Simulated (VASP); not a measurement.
# SrCl2: single point with LDA

SrCl2:

```
Sr Cl
1.0
     0.00000    3.55677    3.55677
     3.55677    0.00000    3.55677
     3.55677    3.55677    0.00000
Sr Cl
1 2
Cartesian
  0.0000 0.0000 0.0000
  5.3351 5.3351 5.3351
  1.7784 1.7784 1.7784
```

```yaml
Program: VASP 6.6.1
Task: single point
Functional: LDA
Potentials_or_basis: VASP PAW LDA potentials, release 64 (Sr_sv, Cl)
Cutoff: 520 eV
k_mesh: 7 × 7 × 7
Occupations: fermi-dirac, width 0.05 eV
Spin: no spin polarisation
```

| Property | Result |
| --- | --- |
| Pressure | -4.3 GPa |
| Band gap on the k mesh | 4.70 eV (least direct gap 5.00 eV) |

Levels at points of the mesh, in eV from the valence-band top:
| k point | band 10 | band 11 | band 12 | band 13 | band 14 | band 15 |
| --- | --- | --- | --- | --- | --- | --- |
| (0.00, 0.00, 0.00) | -0.29 | -0.29 | -0.29 | 4.70 | 5.87 | 5.87 |

It took 36 s on 1 thread of Intel(R) Xeon(R) Platinum 8375C CPU @ 2.90GHz (Ice Lake), with other jobs on the host, peak memory 0.2 GiB.

Caveat: the cell stands under tension; an odd mesh through Γ misses points on the zone boundary, where band edges can lie.
